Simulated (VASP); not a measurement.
# HfN (Fm-3m) in VASP: settings compared, part 2 of 2

VASP 6.6.1.

### Step 4. Relaxation of cell and atoms, r2SCAN

File POSCAR:

```
HfN
1.0
    0.0000000000      2.2650000000      2.2650000000
    2.2650000000      0.0000000000      2.2650000000
    2.2650000000      2.2650000000      0.0000000000
Hf N
1 1
Direct
    0.0000000000      0.0000000000      0.0000000000
    0.5000000000      0.5000000000      0.5000000000
```

File INCAR.step1:

```
SYSTEM = HfN
PREC     = Accurate       ! precision mode
ENCUT    = 600            ! plane-wave cutoff, eV
ISMEAR   = 0              ! smearing method
SIGMA    = 0.1            ! smearing width, eV
LREAL    = .FALSE.        ! projectors in reciprocal space
LASPH    = .TRUE.         ! aspherical terms in the spheres
NELM     = 60             ! most SCF steps
GGA      = PE             ! functional
ALGO     = Normal         ! electronic algorithm
EDIFF    = 1E-4           ! SCF threshold, eV
LWAVE    = .TRUE.         ! write WAVECAR
LCHARG   = .FALSE.        ! write CHGCAR
```

File INCAR.step2:

```
SYSTEM = HfN
PREC     = Accurate       ! precision mode
ENCUT    = 600            ! plane-wave cutoff, eV
EDIFF    = 1E-7           ! SCF threshold, eV
ISMEAR   = 0              ! smearing method
SIGMA    = 0.1            ! smearing width, eV
LREAL    = .FALSE.        ! projectors in reciprocal space
LASPH    = .TRUE.         ! aspherical terms in the spheres
NELM     = 60             ! most SCF steps
ALGO     = Normal         ! electronic algorithm
ISIF     = 3              ! what is computed and relaxed
LWAVE    = .FALSE.        ! write WAVECAR
LCHARG   = .FALSE.        ! write CHGCAR
METAGGA  = R2SCAN         ! meta-GGA
LMIXTAU  = .TRUE.       
IBRION   = 2              ! ionic algorithm
NSW      = 80             ! ionic steps
EDIFFG   = -0.005         ! ionic threshold
ISTART   = 1
```

File KPOINTS:

```
Automatic mesh
0
G
  16 16 16
  0 0 0
```

Potentials or basis: VASP PAW PBE potentials, release 64 (Hf_pv, N).

Started as:

```bash
$ cat potpaw_PBE.64/Hf_pv/POTCAR potpaw_PBE.64/N/POTCAR > POTCAR
$ cp INCAR.step1 INCAR
$ mpirun -np 1 vasp_std > vasp.out
$ cp INCAR.step2 INCAR
$ mpirun -np 1 vasp_std > vasp.out
```

OUTCAR:

```text
SYSTEM = HfN
   PREC = Accurate
   ENCUT = 600
   EDIFF = 1E-7
   ISMEAR = 0
   LREAL = .FALSE.
   LASPH = .TRUE.
   NELM = 60
   ISIF = 3
   METAGGA = R2SCAN
   IBRION = 2
   NSW = 80
   EDIFFG = -0.005
   ISTART = 1

 ion  position               nearest neighbor table
   1  0.000  0.000  0.000-   2 2.27   2 2.27   2 2.27   2 2.27   2 2.27   2 2.27
   2  0.500  0.500  0.500-   1 2.27   1 2.27   1 2.27   1 2.27   1 2.27   1 2.27

  LATTYP: Found a face centered cubic cell.
 ALAT       =     4.5300000000

  Lattice vectors:

 A1 = (   0.0000000000,   2.2650000000,   2.2650000000)
 A2 = (   2.2650000000,   0.0000000000,   2.2650000000)
 A3 = (   2.2650000000,   2.2650000000,   0.0000000000)

Analysis of symmetry for initial positions (statically):
=====================================================================
[... 295 lines left out ...]
 cond. band min:       8.5837020291   @ k =   0.3750   0.1250   0.0000
 fundamental gap:      0.0166521049
 Fermi energy:         8.5697030006

 k-point     1 :       0.0000    0.0000    0.0000
  band No.  band energies     occupation
      1     -23.9493      2.00000
      2     -23.9493      2.00000
      3     -23.9493      2.00000
      4     -10.1580      2.00000
      5       5.1370      2.00000
      6       5.1370      2.00000
      7       5.1370      2.00000
      8       8.2294      2.00000
      9       8.2294      2.00000
     10       8.2294      2.00000
     11      10.5913      0.00000
[... 309 lines left out ...]
 k-point    24 :      -0.0625    0.0625    0.0000
  band No.  band energies     occupation
      1     -24.0482      2.00000
      2     -23.9735      2.00000
      3     -23.9508      2.00000
      4      -9.9207      2.00000
      5       4.1231      2.00000
      6       4.4680      2.00000
      7       4.7999      2.00000
      8       8.3782      1.99323
      9       8.4086      1.97729
     10       8.8565      0.00005
     11      10.7761      0.00000

 [... further k-points ...]
[... 5 lines left out ...]
  --------------------------------------------------------------------------------------
  -------------------------------------------------------------------------------------
  Total       -0.0005296     -0.0005296     -0.0005296      0.0000000      0.0000000      0.0000000
  in kB       -0.0369666     -0.0369666     -0.0369666      0.0000000      0.0000000      0.0000000
  external PRESSURE =      -0.0369666 kB  Pullay stress =       0.0000000 kB
[... 17 lines left out ...]
  FREE ENERGIE OF THE ION-ELECTRON SYSTEM (eV)
  ---------------------------------------------------
  free  energy   TOTEN  =       -58.2393290990 eV

  energy  without entropy=      -58.2364853330  energy(sigma->0) =      -58.23790722

 reached required accuracy - stopping structural energy minimisation
```

OSZICAR.step1:

```text
N       E                     dE             d eps       ncg     rms          rms(c)
DAV:   1     0.449006972321E+02    0.44901E+02   -0.90004E+03  3190   0.144E+03
DAV:   2    -0.221783981802E+02   -0.67079E+02   -0.63073E+02  4230   0.275E+02
DAV:   3    -0.247412659826E+02   -0.25629E+01   -0.25342E+01  4184   0.480E+01
DAV:   4    -0.247651343570E+02   -0.23868E-01   -0.23677E-01  3885   0.450E+00
DAV:   5    -0.247655507781E+02   -0.41642E-03   -0.41601E-03  4247   0.455E-01    0.482E+01
DAV:   6    -0.218424261473E+02    0.29231E+01   -0.15548E+01  3837   0.291E+01    0.403E+01
DAV:   7    -0.217851604754E+02    0.57266E-01   -0.73718E-01  3661   0.791E+00    0.263E+01
DAV:   8    -0.217751771207E+02    0.99834E-02   -0.15238E-01  3761   0.377E+00    0.686E+00
DAV:   9    -0.217622642344E+02    0.12913E-01   -0.70635E-02  3825   0.193E+00    0.153E+00
DAV:  10    -0.217618875525E+02    0.37668E-03   -0.21033E-03  3755   0.451E-01    0.456E-01
DAV:  11    -0.217618764129E+02    0.11140E-04   -0.36277E-04  3639   0.162E-01
   1 F= -.21761876E+02 E0= -.21760406E+02  d E =-.294101E-02
```

Run time: 10 min. Hardware: 1 thread of Intel Xeon 6975P-C (Granite Rapids), shared host; peak memory 0.22 GiB.

What came out:

- Free energy: -58.2393 eV
- Relaxed volume: 11.48 Å³/atom
- Relaxed cell: a = 3.190 Å, b = 3.190 Å, c = 3.190 Å, α = 60.00°, β = 60.00°, γ = 60.00°
- Space group after relaxing (to 0.05 Å): Fm-3m (No. 225)
- Energy gained by relaxing: 1.5 meV/atom
- Ionic steps: 4
- Pressure after relaxing: 0.0 GPa

The path:
```tsv
step	energy change (eV)	largest force (eV/Å)	pressure (GPa)	volume (Å³)
1	0.0000	0.0000	-3.48	23.24
2	0.0099	0.0000	7.47	22.40
3	-0.0030	0.0000	-0.12	22.96
4	-0.0030	0.0000	0.00	22.96
```

Final structure:
```xyz
2
Lattice="0.0000 2.2557 2.2557 2.2557 0.0000 2.2557 2.2557 2.2557 0.0000" Properties=species:S:1:pos:R:3 pbc="T T T"
Hf    2.2557    4.5115    2.2557
N     2.2557    2.2557    2.2557
```

Caveat: the PAW data sets were made with another functional, which shifts forces and pressure a little; spin-orbit coupling is left out, which moves the levels of the heavy elements.

### Step 5. The runs side by side

| level | potentials or basis | gap on the mesh (eV) | pressure (GPa) | relaxed volume (Å³/atom) |
| --- | --- | --- | --- | --- |
| LDA | VASP PAW LDA potentials, release 64 (Hf_pv, N) | none | 0.0 | 11.10 |
| PBEsol | VASP PAW PBE potentials, release 64 (Hf_pv, N) | none | 0.0 | 11.31 |
| r2SCAN | VASP PAW PBE potentials, release 64 (Hf_pv, N) | none | 0.0 | 11.48 |

Alike in all rows: task relaxation of cell and atoms; no spin polarisation; cell relaxed; k mesh 16 × 16 × 16; cutoff (eV) 600; smearing gaussian 0.1 eV.

Caveats: spin-orbit coupling is left out, which moves the levels of the heavy elements; the PAW data sets were made with another functional, which shifts forces and pressure a little (some runs).

Total energies depend on the potentials used, so only differences within one code and one set of settings carry meaning.
